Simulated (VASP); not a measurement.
# Pt (Pm-3m) in VASP: further runs

Pt is run at these levels: PBE; tasks: single point.

All numbers are computed with VASP 6.6.1; they aren't measurements. Logs are shortened: lines on timing, memory, paths and dates and some standing lists are left out, and cuts for length are marked.

**1. The cell of the first run**

Symmetry: Pm-3m, No. 221, cubic system. Conventional cell: a = 2.627 Å, b = 2.627 Å, c = 2.627 Å, α = 90.00°, β = 90.00°, γ = 90.00°. Pt (site symmetry m-3m) has 6 Pt at 2.63 Å within 3.5 Å.

**2. Single point, PBE**

INCAR

```
PREC = Accurate
ENCUT = 500
EDIFF = 1E-6
ISMEAR = 0
SIGMA = 0.1
LREAL = F
LASPH = T
NELM = 120
ALGO = Normal
ISIF = 2
LWAVE = F
LCHARG = F
GGA = PE
NBANDS = 11
GGA_COMPAT = F
```

KPOINTS

```
regular mesh
0
Gamma
  6 6 6
```

POSCAR

```
Pt
1.0
    2.6266469629      0.0000000000      0.0000000000
    0.0000000000      2.6266469629      0.0000000000
    0.0000000000      0.0000000000      2.6266469629
Pt
1
Direct
    0.0000000000      0.0000000000      0.0000000000
```

Potentials or basis: VASP PAW PBE potentials, release 64 (Pt).

Run with:

```bash
> cat potpaw_PBE.64/Pt/POTCAR > POTCAR
> mpirun -np 1 vasp_std > vasp.out
```

OUTCAR:

```text
PREC = Accurate
   ENCUT = 500
   EDIFF = 1E-6
   ISMEAR = 0
   LREAL = F
   LASPH = T
   NELM = 120
   ISIF = 2
   GGA = PE

 ion  position               nearest neighbor table
   1  0.000  0.000  0.000-

  LATTYP: Found a simple cubic cell.
 ALAT       =     2.6266469629

  Lattice vectors:

 A1 = (   2.6266469629,   0.0000000000,   0.0000000000)
 A2 = (   0.0000000000,   2.6266469629,   0.0000000000)
 A3 = (   0.0000000000,   0.0000000000,   2.6266469629)

Analysis of symmetry for initial positions (statically):
=====================================================================
 Subroutine PRICEL returns:
 Original cell was already a primitive cell.

 Routine SETGRP: Setting up the symmetry group for a
 simple cubic supercell.

 Subroutine GETGRP returns: Found 48 space group operations
 (whereof 48 operations were pure point group operations)
 out of a pool of 48 trial point group operations.

The static configuration has the point symmetry O_h .

Analysis of symmetry for dynamics (positions and initial velocities):
=====================================================================
 Subroutine PRICEL returns:
 Original cell was already a primitive cell.

 Routine SETGRP: Setting up the symmetry group for a
 simple cubic supercell.

 Subroutine GETGRP returns: Found 48 space group operations
 (whereof 48 operations were pure point group operations)
 out of a pool of 48 trial point group operations.

The dynamic configuration has the point symmetry O_h .

 Subroutine INISYM returns: Found 48 space group operations
 (whereof 48 operations are pure point group operations),
 and found     1 'primitive' translations

----------------------------------------------------------------------------------------

                                     Primitive cell

  volume of cell :      18.1220

  direct lattice vectors                    reciprocal lattice vectors
     2.626646963  0.000000000  0.000000000     0.380713516  0.000000000  0.000000000
     0.000000000  2.626646963  0.000000000     0.000000000  0.380713516  0.000000000
     0.000000000  0.000000000  2.626646963     0.000000000  0.000000000  0.380713516

  length of vectors
     2.626646963  2.626646963  2.626646963     0.380713516  0.380713516  0.380713516

  position of ions in fractional coordinates (direct lattice)
     0.000000000  0.000000000  0.000000000
[... 75 lines left out ...]
   IBRION =     -1    ionic relax: 0-MD 1-quasi-New 2-CG
   NFREE  =      0    steps in history (QN), initial steepest desc. (CG)
   ISIF   =      2    stress and relaxation
   ISYM   =      2    0-nonsym 1-usesym 2-fastsym
   POTIM  = 0.5000    time-step for ionic-motion
   TEBEG  =    0.0;   TEEND  =   0.0 temperature during run
   PSTRESS=    0.0 pullay stress
   NELECT =      10.0000    total number of electrons
   NUPDOWN=      -1.0000    fix difference up-down
   EMIN   =  10.00;   EMAX   =-10.00  energy-range for DOS
   EFERMI =   0.00;   METHOD = LEGACY
   ISMEAR =     0;   SIGMA  =   0.10  broadening in eV -4-tet -1-fermi 0-gaus
   EFERMI_NEDOS =   21; number of points for ismear=-14 and -15
   IALGO  =     38    algorithm
   IMIX   =      4    mixing-type and parameters
     AMIX     =   0.40;   BMIX     =  1.00
     AMIX_MAG =   1.60;   BMIX_MAG =  1.00
  volume/ion in A,a.u.               =      18.12       122.29
  Fermi-wavevector in a.u.,A,eV,Ry     =   1.342785  2.537496 24.532275  1.803071
  Thomas-Fermi vector in A             =   2.470911
   LORBIT       =      0    0 simple, 1 ext, 2 COOP (PROOUT), +10 PAW based schemes
   GGA     = PE    functional components
   LHFCALC =     F    Hartree Fock is set to
   AEXX    =    0.0000 exact exchange contribution
   IVDW    =     0    specifies the selected vdW correction
   LEPSILON=     F    determine dielectric tensor
   LRPA    =     F    only Hartree local field effects (RPA)
 non-spin polarized calculation
 Gauss-broadening in eV      SIGMA  =   0.10
  energy-cutoff  :      500.00
  volume of cell :       18.12
 maximum number of plane-waves:       480
 NGX is ok and might be reduce to    20
   NGX =  9   NGY =  9   NGZ =  9

 number of electron      10.0000002 magnetization

 Free energy of the ion-electron system (eV)
  ---------------------------------------------------
  ext. energy  EPLUGINS =         0.00000000
  ---------------------------------------------------
  free energy    TOTEN  =        -5.52230335 eV

  energy without entropy =       -5.50872501  energy(sigma->0) =       -5.51551418

 E-fermi :   7.8715     XC(G=0): -12.2715

 val. band max:        7.8562421040   @ k =   0.3333   0.3333   0.0000
 cond. band min:       7.8728721756   @ k =   0.5000   0.5000   0.3333
 fundamental gap:      0.0166300716
 Fermi energy:         7.8714733850

 k-point     1 :       0.0000    0.0000    0.0000
  band No.  band energies     occupation
      1      -0.2069      2.00000
      2       2.5307      2.00000
      3       2.5307      2.00000
      4       8.3548      0.00000
      5       8.3548      0.00000
      6       8.3548      0.00000
      7      23.2918      0.00000
      8      23.2918      0.00000
      9      23.2918      0.00000
     10      28.9726      0.00000
     11      31.6580      0.00000
[... 253 lines left out ...]
 k-point    20 :       0.5000    0.5000    0.5000
  band No.  band energies     occupation
      1       3.3405      2.00000
      2       3.3405      2.00000
      3       3.3405      2.00000
      4      10.1236      0.00000
      5      10.1236      0.00000
      6      18.1027      0.00000
      7      18.1027      0.00000
      8      18.1027      0.00000
      9      18.1514      0.00000
     10      24.5277      0.00000
     11      27.1997      0.00000

------------------------ aborting loop because EDIFF is reached ----------------------------------------

  FORCE on cell =-STRESS in cart. coord.  units (eV):
  Direction    XX          YY          ZZ          XY          YZ          ZX
  --------------------------------------------------------------------------------------
  -------------------------------------------------------------------------------------
  Total       -0.0545542     -0.0545542     -0.0545542     -0.0000000     -0.0000000      0.0000000
  in kB       -4.8231808     -4.8231808     -4.8231808     -0.0000000     -0.0000000      0.0000000
  external PRESSURE =      -4.8231808 kB  Pullay stress =       0.0000000 kB

 VOLUME and BASIS-vectors are now :
 -----------------------------------------------------------------------------
  energy-cutoff  :      500.00
  volume of cell :       18.12
      direct lattice vectors                 reciprocal lattice vectors
     2.626646963  0.000000000  0.000000000     0.380713516  0.000000000  0.000000000
     0.000000000  2.626646963  0.000000000     0.000000000  0.380713516  0.000000000
     0.000000000  0.000000000  2.626646963     0.000000000  0.000000000  0.380713516

 POSITION                                       TOTAL-FORCE (eV/Angst)
 -----------------------------------------------------------------------------------
      0.00000      0.00000      0.00000         0.000000      0.000000      0.000000
 -----------------------------------------------------------------------------------
    total drift:                                0.000000      0.000000      0.000000

  FREE ENERGIE OF THE ION-ELECTRON SYSTEM (eV)
  ---------------------------------------------------
  free  energy   TOTEN  =        -5.5223033540 eV

  energy  without entropy=       -5.5087250108  energy(sigma->0) =       -5.51551418
```

OSZICAR:

```text
N       E                     dE             d eps       ncg     rms          rms(c)
DAV:   1     0.364587375948E+02    0.36459E+02   -0.50210E+03   456   0.797E+02
DAV:   2    -0.533443590533E+01   -0.41793E+02   -0.40037E+02   497   0.164E+02
DAV:   3    -0.589624971553E+01   -0.56181E+00   -0.55984E+00   494   0.182E+01
DAV:   4    -0.589896207425E+01   -0.27124E-02   -0.27122E-02   494   0.145E+00
DAV:   5    -0.589899095564E+01   -0.28881E-04   -0.28881E-04   503   0.147E-01    0.882E+00
DAV:   6    -0.555506977270E+01    0.34392E+00   -0.86833E-01   464   0.727E+00    0.464E+00
DAV:   7    -0.552626328956E+01    0.28806E-01   -0.11371E-01   476   0.262E+00    0.224E+00
DAV:   8    -0.552918209948E+01   -0.29188E-02   -0.53494E-02   467   0.189E+00    0.128E+00
DAV:   9    -0.552229552875E+01    0.68866E-02   -0.22110E-02   461   0.119E+00    0.266E-02
DAV:  10    -0.552230066380E+01   -0.51350E-05   -0.94816E-05   511   0.912E-02    0.858E-03
DAV:  11    -0.552230356285E+01   -0.28990E-05   -0.21345E-06   473   0.130E-02    0.522E-03
DAV:  12    -0.552230335399E+01    0.20886E-06   -0.53707E-07   265   0.602E-03
   1 F= -.55223034E+01 E0= -.55155142E+01  d E =-.135783E-01
```

stdout:

```text
POSCAR found type information on POSCAR Pt
 POSCAR found :  1 types and       1 ions
 scaLAPACK will be used
 LDA part: xc-table for (Slater+PW92), standard interpolation
 POSCAR, INCAR and KPOINTS ok, starting setup
 FFT: planning ... GRIDC
 FFT: planning ... GRID_SOFT
 FFT: planning ... GRID
 WAVECAR not read
 entering main loop
```

Wall time 2.3 s (1 thread of Intel Xeon 6975P-C (Granite Rapids), shared host); peak memory 0.12 GiB.

What came out:

- Free energy: -5.5223 eV
- Pressure: -0.5 GPa
- Band gap on the k mesh: zero (band 5 reaches 10.12 eV, above the bottom of band 6 at 7.18 eV)

Levels at points of the mesh, in eV from the Fermi level:
```csv
k point,band 3,band 4,band 5,band 6,band 7,band 8
"(0.00, 0.00, 0.00)",-5.34,0.48,0.48,0.48,15.42,15.42
"(0.50, 0.00, 0.00)",-1.62,-1.62,-0.19,0.69,4.63,16.77
"(0.50, 0.50, 0.00)",-1.23,-1.23,2.11,4.75,4.75,9.66
"(0.50, 0.50, 0.50)",-4.53,2.25,2.25,10.23,10.23,10.23
```

Caveat: the k points lie up to 0.40 Å⁻¹ apart; spin-orbit coupling is left out, which moves the levels of the heavy elements.

**3. Single point, PBE**

This run uses another cell than the first one, of 16.56 Å³/atom, 0.914 times its volume.

INCAR

```
ALGO = Normal
EDIFF = 1E-6
ENCUT = 500
GGA = PE
GGA_COMPAT = False
ISIF = 2
ISMEAR = 0
LASPH = True
LCHARG = True
LELF = True
LREAL = False
LVHAR = True
LWAVE = False
NBANDS = 11
NELM = 120
PREC = Accurate
SIGMA = 0.1
```

KPOINTS

```
k-points
0
Gamma
  8 8 8
```

POSCAR

```
Pt
1.0
    2.5488412403      0.0000000000      0.0000000000
    0.0000000000      2.5488412403      0.0000000000
    0.0000000000      0.0000000000      2.5488412403
Pt
1
Direct
    0.0000000000      0.0000000000      0.0000000000
```

Potentials or basis: VASP PAW PBE potentials, release 64 (Pt).

Run with:

```bash
> cat potpaw_PBE.64/Pt/POTCAR > POTCAR
> mpirun -np 1 vasp_std > vasp.out
```

OUTCAR:

```text
EDIFF = 1E-6
   ENCUT = 500
   GGA = PE
   ISIF = 2
   ISMEAR = 0
   LASPH = True
   LREAL = False
   NELM = 120
   PREC = Accurate

 ion  position               nearest neighbor table
   1  0.000  0.000  0.000-

  LATTYP: Found a simple cubic cell.
 ALAT       =     2.5488412403

  Lattice vectors:

 A1 = (   2.5488412403,   0.0000000000,   0.0000000000)
 A2 = (   0.0000000000,   2.5488412403,   0.0000000000)
 A3 = (   0.0000000000,   0.0000000000,   2.5488412403)

Analysis of symmetry for initial positions (statically):
[... 507 lines left out ...]
      3       7.0078      2.00000
      4       7.3771      2.00000
      5       9.9960      0.00001
      6      14.6019      0.00000
      7      15.0893      0.00000
      8      22.4800      0.00000
      9      23.9063      0.00000
     10      30.0785      0.00000
     11      32.4205      0.00000

 [... further k-points ...]
[... 5 lines left out ...]
  --------------------------------------------------------------------------------------
  -------------------------------------------------------------------------------------
  Total        2.1292380      2.1292380      2.1292380     -0.0000000      0.0000000      0.0000000
  in kB      206.0186030    206.0186030    206.0186030     -0.0000000      0.0000000      0.0000000
  external PRESSURE =     206.0186030 kB  Pullay stress =       0.0000000 kB

 VOLUME and BASIS-vectors are now :
 -----------------------------------------------------------------------------
  energy-cutoff  :      500.00
  volume of cell :       16.56
      direct lattice vectors                 reciprocal lattice vectors
     2.548841240  0.000000000  0.000000000     0.392335146  0.000000000  0.000000000
     0.000000000  2.548841240  0.000000000     0.000000000  0.392335146  0.000000000
     0.000000000  0.000000000  2.548841240     0.000000000  0.000000000  0.392335146

 POSITION                                       TOTAL-FORCE (eV/Angst)
 -----------------------------------------------------------------------------------
      0.00000      0.00000      0.00000         0.000000      0.000000      0.000000
 -----------------------------------------------------------------------------------
    total drift:                                0.000000      0.000000      0.000000

  FREE ENERGIE OF THE ION-ELECTRON SYSTEM (eV)
  ---------------------------------------------------
  free  energy   TOTEN  =        -5.4885238532 eV

  energy  without entropy=       -5.4799188727  energy(sigma->0) =       -5.48422136
```

OSZICAR:

```text
N       E                     dE             d eps       ncg     rms          rms(c)
DAV:   1     0.368370188342E+02    0.36837E+02   -0.52346E+03   794   0.810E+02
DAV:   2    -0.524279221236E+01   -0.42080E+02   -0.40432E+02   869   0.170E+02
DAV:   3    -0.581851678545E+01   -0.57572E+00   -0.57360E+00   890   0.187E+01
DAV:   4    -0.582124182316E+01   -0.27250E-02   -0.27249E-02   878   0.149E+00
DAV:   5    -0.582126850273E+01   -0.26680E-04   -0.26679E-04   914   0.142E-01    0.115E+01
DAV:   6    -0.552169307356E+01    0.29958E+00   -0.76616E-01   839   0.656E+00    0.621E+00
DAV:   7    -0.549184688877E+01    0.29846E-01   -0.83013E-02   878   0.225E+00    0.244E+00
DAV:   8    -0.548859478336E+01    0.32521E-02   -0.24893E-03   881   0.433E-01    0.235E-01
DAV:   9    -0.548851816127E+01    0.76622E-04   -0.23870E-04   857   0.122E-01    0.145E-02
DAV:  10    -0.548852359348E+01   -0.54322E-05   -0.28047E-06   931   0.175E-02    0.670E-03
DAV:  11    -0.548852385319E+01   -0.25971E-06   -0.23753E-08   496   0.131E-03
   1 F= -.54885239E+01 E0= -.54842214E+01  d E =-.860498E-02
```

Wall time 3.2 s (1 thread of Intel Xeon 6975P-C (Granite Rapids), shared host); peak memory 0.12 GiB.

What came out:

| Item | Value |
| --- | --- |
| Free energy | -5.4885 eV |
| Pressure | 20.6 GPa |
| Band gap on the k mesh | zero (band 5 reaches 12.01 eV, above the bottom of band 6 at 8.55 eV) |

Levels at points of the mesh, in eV from the Fermi level:
| k point | band 2 | band 3 | band 4 | band 5 | band 6 | band 7 | band 8 | band 9 |
| --- | --- | --- | --- | --- | --- | --- | --- | --- |
| (0.00, 0.00, 0.00) | -6.44 | -6.44 | 0.32 | 0.32 | 0.32 | 15.60 | 15.60 | 15.60 |
| (0.50, 0.00, 0.00) | -5.79 | -2.16 | -2.16 | -0.91 | 0.56 | 4.94 | 16.43 | 19.90 |
| (0.50, 0.50, 0.00) | -5.23 | -1.70 | -1.70 | 2.16 | 4.46 | 4.46 | 10.54 | 13.93 |
| (0.50, 0.50, 0.50) | -5.55 | -5.55 | 2.33 | 2.33 | 9.63 | 10.52 | 10.52 | 10.52 |

Caveat: spin-orbit coupling is left out, which moves the levels of the heavy elements.
